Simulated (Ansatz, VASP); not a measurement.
# Two plane-wave programs on TiO2

```
Ti O
1.0
     4.64038    0.00000    0.00000
     0.00000    4.64038    0.00000
     0.00000    0.00000    3.00638
Ti O
2 4
Direct
  0.00000 0.00000 0.02779
  0.50000 0.50000 0.52779
  0.30565 0.30565 0.95842
  0.19435 0.80565 0.45842
  0.69435 0.69435 0.95842
  0.80565 0.19435 0.45842
```

Change from the starting cell: mode 8 (209.9 1/cm) frozen in, largest displacement +0.125 Å.

Alike in both runs: task single point; functional PBE; k mesh 6 × 6 × 10; occupations gaussian, width 0.05 eV; no spin polarisation; Hubbard terms Ti d U = 4.0 eV.

|  | VASP | Ansatz |
| --- | --- | --- |
| version | VASP 6.6.1 | Ansatz 0.2.0 |
| potentials or method | VASP PAW PBE potentials, release 64 (Ti_sv, O), cutoff 520 eV | scalar-relativistic, plane waves, PAW |
| valence electrons in the cell | 48 | 48 |

|  | VASP | Ansatz | Ansatz less VASP |
| --- | --- | --- | --- |
| gap on the k mesh at the Fermi level (eV) | 2.75 | 2.72 | -0.032 |
| least direct gap on the mesh (eV) | 3.12 | 3.06 | -0.054 |
| pressure (GPa) | 10.4 | 5.6 | -4.78 |
| traceless stress, the component that is largest in VASP (GPa) | 2.55 | 1.69 | -0.857 |
| rms of the force components (eV/Å) | 0.881 | 0.575 | -0.3059 |

The programs project onto different local orbitals, so the same U acts differently, and such runs can settle in different states. Atom by atom the forces differ by 0.306 eV/Å (rms over components).
